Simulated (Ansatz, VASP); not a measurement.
# One calculation of Si8O, two programs

```xyz
9
Lattice="3.8155 0.0000 0.0000 0.0000 6.3129 0.0000 0.0000 0.0000 21.3319" Properties=species:S:1:pos:R:3 pbc="T T T"
Si    0.0000    5.9146    4.0000
Si    0.0000    3.5548    4.0000
Si    1.9078    2.7581    5.1014
Si    1.9078    0.3983    5.1014
Si    1.9078    5.8917    7.3178
Si    1.9078    3.5778    7.3178
Si    0.0000    2.6933    8.2319
Si    0.0000    0.4632    8.2319
O     0.0000    5.8498   10.4319
```

Alike in both runs: task single point; functional PBE; dispersion D3(BJ); k mesh 7 × 4 × 1; occupations gaussian, width 0.05 eV; collinear spin.

|  | VASP | Ansatz |
| --- | --- | --- |
| version | VASP 6.6.1 | Ansatz 0.2.0 |
| potentials or method | VASP PAW PBE potentials, release 64 (Si, O), cutoff 520 eV | scalar-relativistic, plane waves, PAW |
| valence electrons in the cell | 38 | 38 |

```csv
,VASP,Ansatz,Ansatz less VASP
gap on the k mesh at the Fermi level (eV),none,none,-
rms of the force components (eV/Å),0.993,0.867,-0.1251
net moment per atom (μB),0.01,0.15,+0.144
size of the moment on the site where the two differ most (μB),0.08,1.07,+0.991
```

The net moments are unlike, so the other rows may belong to different states. Site moments also hang on the region over which each program counts them. Atom by atom the forces differ by 0.137 eV/Å (rms over components). A gap of «none» marks a metal or a gap that the smearing closes.
